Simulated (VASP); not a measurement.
Write the native input for VASP 6.6.1 that does the following.

```
Task                   : relaxation of cell and atoms
Functional             : PBE
Potentials or basis    : VASP PAW PBE potentials, release 64 (Tb_3, B, Hg), 4f in core
Cutoff                 : 500 eV
k mesh                 : 5 × 5 × 3
Occupations            : gaussian, width 0.2 eV
Spin                   : no spin polarisation
Dipole correction      : no
Further INCAR settings : ALGO = Normal; EDIFF = 1e-07; IBRION = 2; EDIFFG = -0.08; NSW = 36; ISIF = 3
```

The structure of TbHgB4 lies in POSCAR:

```
TbHgB4
1.0
    4.1448755500      0.0000000000      0.0000000000
   -2.0724377800      3.5895675300      0.0000000000
    0.0000000000      0.0000000000      6.8997407100
Tb B Hg
1 4 1
Direct
    0.6666666700      0.3333333300      0.5000000000
    0.5379142900      0.4620857100      0.0000000000
    0.5379142900      0.0758285800      0.0000000000
    0.9241714200      0.4620857100      0.0000000000
    0.0000000000      0.0000000000      0.0000000000
    0.0000000000      0.0000000000      0.5000000000
```

The cell was generated, and may not be a known phase.

One way to write it, as run:

INCAR

```
SYSTEM = TbHgB4
PREC     = Accurate       ! precision mode
ENCUT    = 500            ! plane-wave cutoff, eV
EDIFF    = 1E-7           ! SCF threshold, eV
ISMEAR   = 0              ! smearing method
SIGMA    = 0.2            ! smearing width, eV
LREAL    = .FALSE.        ! projectors in reciprocal space
LASPH    = .TRUE.         ! aspherical terms in the spheres
NELM     = 200            ! most SCF steps
ALGO     = Normal         ! electronic algorithm
ISIF     = 3              ! what is computed and relaxed
LWAVE    = .FALSE.        ! write WAVECAR
LCHARG   = .FALSE.        ! write CHGCAR
GGA      = PE             ! functional
IBRION   = 2              ! ionic algorithm
NSW      = 36             ! ionic steps
EDIFFG   = -0.08          ! ionic threshold
GGA_COMPAT= .FALSE.      
NELMIN   = 4            
LMAXMIX  = 6              ! l up to which the mixer works
```

KPOINTS

```
Automatic mesh
0
G
  5 5 3
  0 0 0
```

Potentials or basis: VASP PAW PBE potentials, release 64 (Tb_3, B, Hg), 4f in core.

Command:

```console
$ cat potpaw_PBE.64/Tb_3/POTCAR potpaw_PBE.64/B/POTCAR potpaw_PBE.64/Hg/POTCAR > POTCAR
$ mpirun -np 1 vasp_std > vasp.out
```

Results of the run:

The relaxed volume is 15.88 Å³/atom. The relaxed cell is a = 4.666 Å, b = 4.666 Å, c = 5.053 Å, α = 90.00°, β = 90.00°, γ = 120.00° and the space group after relaxing (to 0.1 Å) is P-6m2 (No. 187). The pressure after relaxing is 0.1 GPa, the largest force after relaxing is 0.023 eV/Å and the band gap on the k mesh is zero (an odd number of electrons rules out a gap without spin polarisation).

Caveat: a cell axis changed by over 15 % at a fixed basis, so the end point is rough; spin-orbit coupling is left out, which moves the levels of the heavy elements; the 4f electrons are frozen in the core, so they carry no moment and show no levels.

Run time: 5 min on 1 thread of Intel(R) Xeon(R) Platinum 8488C (Sapphire Rapids), with other jobs on the host, peak memory 0.22 GiB.
